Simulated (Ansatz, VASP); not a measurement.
## MgO: VASP beside Ansatz

```
Mg O
1.0
     0.00000    2.10419    2.10419
     2.10419    0.00000    2.10419
     2.10419    2.10419    0.00000
Mg O
1 1
Cartesian
  0.0000 0.0000 0.0000
  2.1042 2.1042 2.1042
```

Alike in both runs: functional PBE; dispersion D3(BJ); k mesh 10 × 10 × 10; occupations gaussian, width 0.02 eV; no spin polarisation.

Ansatz relaxed the structure, and its values are those at the end. VASP's run is a single point on that final structure, the one shown.

|  | VASP | Ansatz |
| --- | --- | --- |
| version | VASP 6.6.1 | Ansatz 0.2.0 |
| potentials or method | VASP PAW PBE potentials, release 64 (Mg, O), cutoff 600 eV | scalar-relativistic, plane waves, PAW |
| valence electrons in the cell | 8 | 16 |

```tsv
	VASP	Ansatz	Ansatz less VASP
gap on the k mesh at the Fermi level (eV)	4.75	4.77	+0.019
least direct gap on the mesh (eV)	4.75	4.77	+0.019
pressure (GPa)	-1.1	0.0	+1.07
```

VASP's potentials hold 8 valence electrons a cell and Ansatz's 16, so a difference there can come from the potentials and not from the codes.
